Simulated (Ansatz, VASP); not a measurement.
# Two plane-wave programs on TiO2

```xyz
6
Lattice="4.6023 0.0000 0.0000 0.0000 4.6023 0.0000 0.0000 0.0000 2.9534" Properties=species:S:1:pos:R:3 pbc="T T T"
Ti    2.3011    2.3011    1.4767
Ti    0.0000    0.0000    0.0000
O     0.8970    3.7052    1.4767
O     3.7052    0.8970    1.4767
O     1.4041    1.4041    0.0000
O     3.1982    3.1982    0.0000
```

Alike in both runs: task relaxation of cell and atoms; functional r2SCAN; k mesh 6 × 6 × 10; occupations gaussian, width 0.02 eV; no spin polarisation.

|  | VASP | Ansatz |
| --- | --- | --- |
| version | VASP 6.6.1 | Ansatz 0.2.0 |
| potentials or method | VASP PAW PBE potentials, release 64 (Ti_sv, O), cutoff 600 eV | scalar-relativistic, plane waves, PAW |
| valence electrons in the cell | 48 | 48 |

VASP gave:

- gap on the k mesh at the Fermi level, each at its own relaxed structure (eV): 2.21
- relaxed volume (Å³/atom): 10.44
- relaxed length of the cell vector where the two differ most in proportion (Å): 2.960

**Question.** Estimate Ansatz's values.

**Answer.** gap on the k mesh at the Fermi level, each at its own relaxed structure (eV): 2.22; relaxed volume (Å³/atom): 10.40; relaxed length of the cell vector where the two differ most in proportion (Å): 2.954.

VASP's potentials were made for PBE, not for r2SCAN.
